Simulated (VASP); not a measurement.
# Cu (C2/m) in VASP: further runs

Runs on Cu. Level: PBEsol. Tasks: single point.

Program: VASP 6.6.1. These are calculated values, not measurements. Logs are shortened: lines on timing, memory, paths and dates and some standing lists are left out, and cuts for length are marked.

## 1. The cell of the first run

Symmetry: C2/m, No. 12, monoclinic system. Conventional cell: a = 4.222 Å, b = 2.437 Å, c = 2.451 Å, α = 90.00°, β = 125.23°, γ = 90.00°. Cu (site symmetry 2/m) has 12 Cu at 2.44 to 2.45 Å within 3.2 Å.

## 2. Single point, PBEsol

INCAR reads:

```
  PREC = Accurate
  ENCUT = 520
  EDIFF = 1E-7
  ISMEAR = -1
  SIGMA = 0.05
  LREAL = F
  LASPH = T
  NELM = 80
  ALGO = Normal
  ISIF = 2
  LWAVE = F
  LCHARG = F
  GGA = PS
  NBANDS = 12
```

KPOINTS reads:

```
Automatic mesh
0
Gamma
  13 12 13
```

POSCAR reads:

```
Cu
1.0
    0.0023597514      1.7216202479      1.7252366326
    1.7331185711     -0.0056266747      1.7331030218
    1.7251987562      1.7216259333      0.0023357809
Cu
1
Direct
    0.0000000000      0.0000000000      0.0000000000
```

Potentials or basis: VASP PAW PBE potentials, release 64 (Cu).

Started as:

```console
$ cat potpaw_PBE.64/Cu/POTCAR > POTCAR
$ mpirun -np 1 vasp_std > vasp.out
```

OUTCAR:

```text
PREC = Accurate
   ENCUT = 520
   EDIFF = 1E-7
   ISMEAR = -1
   LREAL = F
   LASPH = T
   NELM = 80
   ISIF = 2
   GGA = PS

 ion  position               nearest neighbor table
   1  0.000  0.000  0.000-

  LATTYP: Found a base centered monoclinic cell.
 ALAT       =     4.2402142990
 B/A-ratio  =     0.5746186035
 C/A-ratio  =     0.8133744026
 COS(beta)  =    -0.8160157493

  Lattice vectors:

 A1 = (   0.0079198149,  -1.7272526080,   1.7307672409)
 A2 = (   1.7307588197,  -1.7272469226,   0.0078663892)
 A3 = (  -0.0055600635,   3.4488728559,  -0.0055306083)

Analysis of symmetry for initial positions (statically):
=====================================================================
 Subroutine PRICEL returns:
 Original cell was already a primitive cell.

 Routine SETGRP: Setting up the symmetry group for a
 base centered monoclinic supercell.

 Subroutine GETGRP returns: Found  4 space group operations
 (whereof  4 operations were pure point group operations)
 out of a pool of  4 trial point group operations.

The static configuration has the point symmetry C_2h.

Analysis of symmetry for dynamics (positions and initial velocities):
=====================================================================
 Subroutine PRICEL returns:
 Original cell was already a primitive cell.

 Routine SETGRP: Setting up the symmetry group for a
 base centered monoclinic supercell.

 Subroutine GETGRP returns: Found  4 space group operations
 (whereof  4 operations were pure point group operations)
 out of a pool of  4 trial point group operations.

The dynamic configuration has the point symmetry C_2h.

 Subroutine INISYM returns: Found  4 space group operations
 (whereof  4 operations are pure point group operations),
 and found     1 'primitive' translations

----------------------------------------------------------------------------------------

                                     Primitive cell

  volume of cell :      10.2980

  direct lattice vectors                    reciprocal lattice vectors
     0.002359751  1.721620248  1.725236633    -0.289741933  0.289948841  0.290685877
     1.733118571 -0.005626675  1.733103022     0.288035056 -0.289023574  0.288023763
     1.725198756  1.721625933  0.002335781     0.290682342  0.289953789 -0.289743589

[... 84 lines left out ...]
   NSW    =      0    number of steps for IOM
   IBRION =     -1    ionic relax: 0-MD 1-quasi-New 2-CG
   NFREE  =      0    steps in history (QN), initial steepest desc. (CG)
   ISIF   =      2    stress and relaxation
   ISYM   =      2    0-nonsym 1-usesym 2-fastsym
   POTIM  = 0.5000    time-step for ionic-motion
   TEBEG  =    0.0;   TEEND  =   0.0 temperature during run
   PSTRESS=    0.0 pullay stress
   NELECT =      11.0000    total number of electrons
   NUPDOWN=      -1.0000    fix difference up-down
   EMIN   =  10.00;   EMAX   =-10.00  energy-range for DOS
   EFERMI =   0.00;   METHOD = LEGACY
   ISMEAR =    -1;   SIGMA  =   0.05  broadening in eV -4-tet -1-fermi 0-gaus
   EFERMI_NEDOS =   21; number of points for ismear=-14 and -15
   IALGO  =     38    algorithm
   IMIX   =      4    mixing-type and parameters
     AMIX     =   0.40;   BMIX     =  1.00
     AMIX_MAG =   1.60;   BMIX_MAG =  1.00
  volume/ion in A,a.u.               =      10.30        69.49
  Fermi-wavevector in a.u.,A,eV,Ry     =   1.673482  3.162423 38.103705  2.800543
  Thomas-Fermi vector in A             =   2.758446
   LORBIT       =      0    0 simple, 1 ext, 2 COOP (PROOUT), +10 PAW based schemes
   GGA     = PS    functional components
   LHFCALC =     F    Hartree Fock is set to
   AEXX    =    0.0000 exact exchange contribution
   IVDW    =     0    specifies the selected vdW correction
   LEPSILON=     F    determine dielectric tensor
   LRPA    =     F    only Hartree local field effects (RPA)
 non-spin polarized calculation
  energy-cutoff  :      520.00
  volume of cell :       10.30
 maximum number of plane-waves:       291
 NGX is ok and might be reduce to    18
   NGX =  9   NGY =  9   NGZ =  9

 number of electron      11.0000006 magnetization

 Free energy of the ion-electron system (eV)
  ---------------------------------------------------
  ext. energy  EPLUGINS =         0.00000000
  ---------------------------------------------------
  free energy    TOTEN  =        -4.25074521 eV

  energy without entropy =       -4.24947330  energy(sigma->0) =       -4.25010926

 E-fermi :   9.2664     XC(G=0): -13.7282

 val. band max:        9.2000462857   @ k =   0.3846   0.5000   0.2308
 cond. band min:       9.2712205649   @ k =   0.4615  -0.0000   0.2308
 fundamental gap:      0.0711742792
 Fermi energy:         9.2663571891

 k-point     1 :       0.0000    0.0000    0.0000
  band No.  band energies     occupation
      1      -1.2664      2.00000
      2       5.7127      2.00000
      3       5.7503      2.00000
      4       5.7507      2.00000
      5       6.7604      2.00000
      6       6.7740      2.00000
      7      32.8808      0.00000
      8      36.3794      0.00000
      9      36.6721      0.00000
     10      36.7459      0.00000
     11      39.0837      0.00000
     12      39.3236      0.00000
[... 331 lines left out ...]
 k-point    24 :       0.2308    0.1667    0.0000
  band No.  band energies     occupation
      1       0.8388      2.00000
      2       5.1235      2.00000
      3       6.1077      2.00000
      4       6.2614      2.00000
      5       6.4420      2.00000
      6       7.0063      2.00000
      7      27.5480      0.00000
      8      29.8213      0.00000
      9      30.8761      0.00000
     10      32.3539      0.00000
     11      36.5227      0.00000
     12      44.3781      0.00000

 [... further k-points ...]

------------------------ aborting loop because EDIFF is reached ----------------------------------------

  FORCE on cell =-STRESS in cart. coord.  units (eV):
  Direction    XX          YY          ZZ          XY          YZ          ZX
  --------------------------------------------------------------------------------------
  -------------------------------------------------------------------------------------
  Total        1.3309028      1.3297130      1.3309386     -0.0007646     -0.0007601      0.0011451
  in kB      207.0633215    206.8782093    207.0688926     -0.1189606     -0.1182528      0.1781483
  external PRESSURE =     207.0034745 kB  Pullay stress =       0.0000000 kB

 VOLUME and BASIS-vectors are now :
 -----------------------------------------------------------------------------
  energy-cutoff  :      520.00
  volume of cell :       10.30
      direct lattice vectors                 reciprocal lattice vectors
     0.002359751  1.721620248  1.725236633    -0.289741933  0.289948841  0.290685877
     1.733118571 -0.005626675  1.733103022     0.288035056 -0.289023574  0.288023763
     1.725198756  1.721625933  0.002335781     0.290682342  0.289953789 -0.289743589

 POSITION                                       TOTAL-FORCE (eV/Angst)
 -----------------------------------------------------------------------------------
      0.00000      0.00000      0.00000         0.000000     -0.000000      0.000000
 -----------------------------------------------------------------------------------
    total drift:                               -0.000000     -0.000000     -0.000000

  FREE ENERGIE OF THE ION-ELECTRON SYSTEM (eV)
  ---------------------------------------------------
  free  energy   TOTEN  =        -4.2507452104 eV

  energy  without entropy=       -4.2494733040  energy(sigma->0) =       -4.25010926
```

stdout:

```text
POSCAR found type information on POSCAR Cu
 POSCAR found :  1 types and       1 ions
 scaLAPACK will be used
 -----------------------------------------------------------------------------
|                                                                             |
|                                                                             |
|     You enforced a specific xc type in the INCAR file but a different       |
|     I HOPE YOU KNOW WHAT YOU ARE DOING!                                     |
|                                                                             |
 -----------------------------------------------------------------------------

 LDA part: xc-table for (Slater+PW92), standard interpolation
 POSCAR, INCAR and KPOINTS ok, starting setup
 FFT: planning ... GRIDC
 FFT: planning ... GRID_SOFT
 FFT: planning ... GRID
 WAVECAR not read
 entering main loop
```

Run time: 48 s. Hardware: 1 thread of Intel Xeon Platinum 8259CL at 2.50GHz (Skylake/Cascade Lake), shared host; peak memory 0.17 GiB.

What came out:

```yaml
Free_energy: -4.2507 eV
Pressure: 20.7 GPa
```

Levels at points of the mesh, in eV from the Fermi level:
| k point | band 2 | band 3 | band 4 | band 5 | band 6 | band 7 | band 8 | band 9 | band 10 | band 11 |
| --- | --- | --- | --- | --- | --- | --- | --- | --- | --- | --- |
| (0.00, 0.00, 0.00) | -3.55 | -3.52 | -3.52 | -2.51 | -2.49 | 23.61 | 27.11 | 27.41 | 27.48 | 29.82 |
| (0.00, 0.50, 0.00) | -3.57 | -3.57 | -1.81 | -1.80 | -1.57 | 4.35 | 22.14 | 24.31 | 24.34 | 27.14 |

Caveat: the PAW data sets were made with another functional, which shifts forces and pressure a little.

## 3. Single point, PBEsol

This run uses another cell than the first one, of 10.74 Å³/atom, 1.043 times its volume.

INCAR reads:

```
SYSTEM = Cu
  ALGO = Normal
  EDIFF = 1E-7
  ENCUT = 520
  GGA = PS
  ISIF = 2
  ISMEAR = -1
  LASPH = .True.
  LCHARG = .False.
  LREAL = .False.
  LWAVE = .False.
  NBANDS = 12
  NELM = 60
  PREC = Accurate
  SIGMA = 0.05
```

KPOINTS reads:

```
k-points
0
Gamma
  13 12 13
  0 0 0
```

POSCAR reads:

```
Cu
1.0
    0.0024948508      1.7447987872      1.7494146416
    1.7582104977     -0.0064201903      1.7581985784
    1.7493728085      1.7448196680      0.0024666881
Cu
1
Direct
    0.0000000000      0.0000000000      0.0000000000
```

Potentials or basis: VASP PAW PBE potentials, release 64 (Cu).

Started as:

```console
$ cat potpaw_PBE.64/Cu/POTCAR > POTCAR
$ mpirun -np 1 vasp_std > vasp.out
```

It took 48 s on 1 thread of Intel Xeon Platinum 8259CL at 2.50GHz (Skylake/Cascade Lake), shared host; peak memory 0.17 GiB.

It converged, with:

| Item | Value |
| --- | --- |
| Free energy | -4.2936 eV |
| Pressure | 10.7 GPa |

Levels at points of the mesh, in eV from the Fermi level:
```tsv
k point	band 4	band 5	band 6	band 7	band 8	band 9
(0.00, 0.00, 0.00)	-3.35	-2.41	-2.39	23.30	26.44	26.76
(0.00, 0.50, 0.00)	-1.75	-1.74	-1.42	4.12	21.86	23.64
```

Caveat: the PAW data sets were made with another functional, which shifts forces and pressure a little.

## 4. Single point, PBEsol

This run uses another cell than the first one, of 11.00 Å³/atom, 1.068 times its volume.

INCAR reads:

```
PREC = Accurate ; ENCUT = 520
EDIFF = 1E-7 ; ISMEAR = -1
SIGMA = 0.05 ; LREAL = False
LASPH = True ; NELM = 60
ALGO = Normal ; ISIF = 2
LWAVE = False ; LCHARG = False
GGA = PS ; NBANDS = 12
```

KPOINTS reads:

```
regular mesh
0
Gamma
  13 12 13
```

POSCAR reads:

```
Cu
1.0
    0.0025004427      1.7584358916      1.7635974707
    1.7730133682     -0.0070093251      1.7729667145
    1.7635877169      1.7584634322      0.0024737320
Cu
1
Direct
    0.0000000000      0.0000000000      0.0000000000
```

Potentials or basis: VASP PAW PBE potentials, release 64 (Cu).

Started as:

```console
$ cat potpaw_PBE.64/Cu/POTCAR > POTCAR
$ mpirun -np 1 vasp_std > vasp.out
```

OUTCAR:

```text
PREC = Accurate
   ENCUT = 520
   EDIFF = 1E-7
   ISMEAR = -1
   LREAL = False
   LASPH = True
   NELM = 60
   ISIF = 2
   GGA = PS

 ion  position               nearest neighbor table
   1  0.000  0.000  0.000-

  LATTYP: Found a base centered monoclinic cell.
 ALAT       =     4.3135432923
 B/A-ratio  =     0.5773859501
 C/A-ratio  =     0.5812846168
 COS(beta)  =    -0.5767353102

  Lattice vectors:

 A1 = (  -1.7635877169,  -1.7584634322,  -0.0024737320)
 A2 = (  -0.0025004427,  -1.7584358916,  -1.7635974707)
 A3 = (   1.7730133682,  -0.0070093251,   1.7729667145)

Analysis of symmetry for initial positions (statically):
=====================================================================
 Subroutine PRICEL returns:
 Original cell was already a primitive cell.

 Routine SETGRP: Setting up the symmetry group for a
 base centered monoclinic supercell.

 Subroutine GETGRP returns: Found  4 space group operations
 (whereof  4 operations were pure point group operations)
 out of a pool of  4 trial point group operations.

The static configuration has the point symmetry C_2h.

Analysis of symmetry for dynamics (positions and initial velocities):
=====================================================================
 Subroutine PRICEL returns:
 Original cell was already a primitive cell.

 Routine SETGRP: Setting up the symmetry group for a
 base centered monoclinic supercell.

 Subroutine GETGRP returns: Found  4 space group operations
 (whereof  4 operations were pure point group operations)
 out of a pool of  4 trial point group operations.

The dynamic configuration has the point symmetry C_2h.

 Subroutine INISYM returns: Found  4 space group operations
 (whereof  4 operations are pure point group operations),
 and found     1 'primitive' translations

----------------------------------------------------------------------------------------

                                     Primitive cell
[... 114 lines left out ...]
   GGA     = PS    functional components
   LHFCALC =     F    Hartree Fock is set to
   AEXX    =    0.0000 exact exchange contribution
   IVDW    =     0    specifies the selected vdW correction
   LEPSILON=     F    determine dielectric tensor
   LRPA    =     F    only Hartree local field effects (RPA)
 non-spin polarized calculation
  energy-cutoff  :      520.00
  volume of cell :       11.00
 maximum number of plane-waves:       307
   NGX =  9   NGY =  9   NGZ =  9

 number of electron      10.9999997 magnetization

 Free energy of the ion-electron system (eV)
  ---------------------------------------------------
  ext. energy  EPLUGINS =         0.00000000
  ---------------------------------------------------
  free energy    TOTEN  =        -4.30725649 eV

  energy without entropy =       -4.30590672  energy(sigma->0) =       -4.30658161

 E-fermi :   8.3308     XC(G=0): -13.3264

 val. band max:        8.3241201059   @ k =   0.2308   0.5000   0.0769
 cond. band min:       8.3317060595   @ k =   0.4615   0.0000   0.2308
 fundamental gap:      0.0075859537
 Fermi energy:         8.3308016728

 k-point     1 :       0.0000    0.0000    0.0000
  band No.  band energies     occupation
      1      -1.6352      2.00000
      2       5.0277      2.00000
      3       5.0672      2.00000
      4       5.0702      2.00000
      5       5.9761      2.00000
      6       5.9927      2.00000
      7      31.4458      0.00000
      8      34.3833      0.00000
      9      34.7179      0.00000
     10      34.7933      0.00000
     11      36.9685      0.00000
     12      37.2454      0.00000
[... 331 lines left out ...]
 k-point    24 :       0.2308    0.1667   -0.0000
  band No.  band energies     occupation
      1       0.3795      2.00000
      2       4.5028      2.00000
      3       5.3919      2.00000
      4       5.5329      2.00000
      5       5.6905      2.00000
      6       6.2008      2.00000
      7      25.9105      0.00000
      8      28.0518      0.00000
      9      29.3023      0.00000
     10      30.6298      0.00000
     11      34.0634      0.00000
     12      42.2588      0.00000

 [... further k-points ...]

------------------------ aborting loop because EDIFF is reached ----------------------------------------

  FORCE on cell =-STRESS in cart. coord.  units (eV):
  Direction    XX          YY          ZZ          XY          YZ          ZX
  --------------------------------------------------------------------------------------
  -------------------------------------------------------------------------------------
  Total        0.3919746      0.3914044      0.3919724     -0.0011059     -0.0011085      0.0004101
  in kB       57.0762718     56.9932327     57.0759481     -0.1610368     -0.1614133      0.0597173
  external PRESSURE =      57.0484842 kB  Pullay stress =       0.0000000 kB

 VOLUME and BASIS-vectors are now :
 -----------------------------------------------------------------------------
  energy-cutoff  :      520.00
  volume of cell :       11.00
      direct lattice vectors                 reciprocal lattice vectors
     0.002500443  1.758435892  1.763597471    -0.283350115  0.283775623  0.284479462
     1.773013368 -0.007009325  1.772966715     0.281455848 -0.282671955  0.281445600
     1.763587717  1.758463432  0.002473732     0.284467575  0.283780379 -0.283353150

 POSITION                                       TOTAL-FORCE (eV/Angst)
 -----------------------------------------------------------------------------------
      0.00000      0.00000      0.00000        -0.000000      0.000000      0.000000
 -----------------------------------------------------------------------------------
    total drift:                                0.000000     -0.000000      0.000000

  FREE ENERGIE OF THE ION-ELECTRON SYSTEM (eV)
  ---------------------------------------------------
  free  energy   TOTEN  =        -4.3072564879 eV

  energy  without entropy=       -4.3059067246  energy(sigma->0) =       -4.30658161
```

OSZICAR:

```text
N       E                     dE             d eps       ncg     rms          rms(c)
DAV:   1     0.412034297224E+02    0.41203E+02   -0.53898E+03 14956   0.156E+03
DAV:   2    -0.409768787203E+01   -0.45301E+02   -0.41686E+02 13676   0.206E+02
DAV:   3    -0.540419556863E+01   -0.13065E+01   -0.12972E+01 15312   0.398E+01
DAV:   4    -0.541198377927E+01   -0.77882E-02   -0.77864E-02 15064   0.271E+00
DAV:   5    -0.541205087514E+01   -0.67096E-04   -0.67094E-04 15632   0.255E-01    0.845E+00
DAV:   6    -0.470742257148E+01    0.70463E+00   -0.16405E+01 15764   0.781E+01    0.392E+00
DAV:   7    -0.432320508485E+01    0.38422E+00   -0.23883E+00 15868   0.296E+01    0.621E-01
DAV:   8    -0.430889377656E+01    0.14311E-01   -0.50740E-03 15048   0.102E+00    0.299E-01
DAV:   9    -0.430724630206E+01    0.16475E-02   -0.84414E-03 16480   0.158E+00    0.180E-02
DAV:  10    -0.430725565632E+01   -0.93543E-05   -0.24508E-05 16656   0.736E-02    0.522E-03
DAV:  11    -0.430725648819E+01   -0.83187E-06   -0.48188E-07 16560   0.118E-02    0.434E-04
DAV:  12    -0.430725648792E+01    0.27080E-09   -0.10148E-08  8804   0.183E-03
   1 F= -.43072565E+01 E0= -.43065816E+01  d E =-.134976E-02
```

Run time: 67 s. Hardware: 1 thread of Intel Xeon Platinum 8259CL at 2.50GHz (Skylake/Cascade Lake), shared host; peak memory 0.18 GiB.

What came out:

```
Free energy : -4.3073 eV
Pressure    : 5.7 GPa
```

Levels at points of the mesh, in eV from the Fermi level:
```
           k point  band 4  band 5  band 6  band 7  band 8  band 9
(0.00, 0.00, 0.00)   -3.26   -2.35   -2.34   23.11   26.05   26.39
(0.00, 0.50, 0.00)   -1.72   -1.71   -1.34    3.98   21.69   23.25
```

Caveat: the PAW data sets were made with another functional, which shifts forces and pressure a little.

## 5. Summary

```csv
cell,gap on the mesh (eV),pressure (GPa)
"a = 2.437, b = 2.451 Å, angles 60.0°, 1 atom",none,20.7
"a = 2.471, b = 2.486 Å, angles 60.0°, 1 atom",none,10.7
"a = 2.490, b = 2.507 Å, angles 60.0°, 1 atom",none,5.7
```

Alike in all rows: task single point; level PBEsol; potentials or basis VASP PAW PBE potentials, release 64 (Cu); no spin polarisation; k mesh 13 × 12 × 13; cutoff (eV) 520; smearing fermi-dirac 0.05 eV.

Caveats: the PAW data sets were made with another functional, which shifts forces and pressure a little.

Total energies depend on the potentials used, so only differences within one code and one set of settings carry meaning.
